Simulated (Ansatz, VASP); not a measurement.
**GaPdC2N2: VASP beside Ansatz**

```
Ga Pd C N
1.0
     2.61841   -1.51182    0.01975
     2.61841    1.51182    0.01975
    -0.07969    0.00000   10.34352
Ga Pd C N
1 1 2 2
Direct
  0.00000 0.00000 0.00000
  0.00000 0.00000 0.50000
  0.99991 0.99991 0.80035
  0.00009 0.00009 0.19965
  0.99994 0.99994 0.68791
  0.00006 0.00006 0.31209
```

Alike in both runs: functional PBE; k mesh 14 × 14 × 4; occupations gaussian, width 0.1 eV; no spin polarisation.

Ansatz relaxed the structure, and its values are those at the end. VASP's run is a single point on that final structure, the one shown.

```csv
,VASP,Ansatz
version,VASP 6.6.1,Ansatz 0.2.0
potentials or method,"VASP PAW PBE potentials, release 64 (Ga_d, Pd, C, N), cutoff 520 eV","scalar-relativistic, plane waves, PAW"
valence electrons in the cell,41,49
```

```tsv
	VASP	Ansatz	Ansatz less VASP
gap on the k mesh at the Fermi level (eV)	none	none	-
pressure (GPa)	0.4	0.0	-0.38
rms of the force components (eV/Å)	0.197	0.001	-0.1968
```

A gap of «none» marks a metal or a gap that the smearing closes. One of these differences is far larger than is usual between the two programs; its cause wasn't traced. VASP's potentials hold 41 valence electrons a cell and Ansatz's 49, so a difference there can come from the potentials and not from the codes.

Noted on VASP's run: the standard files for N, O and F lose accuracy on very short bonds.
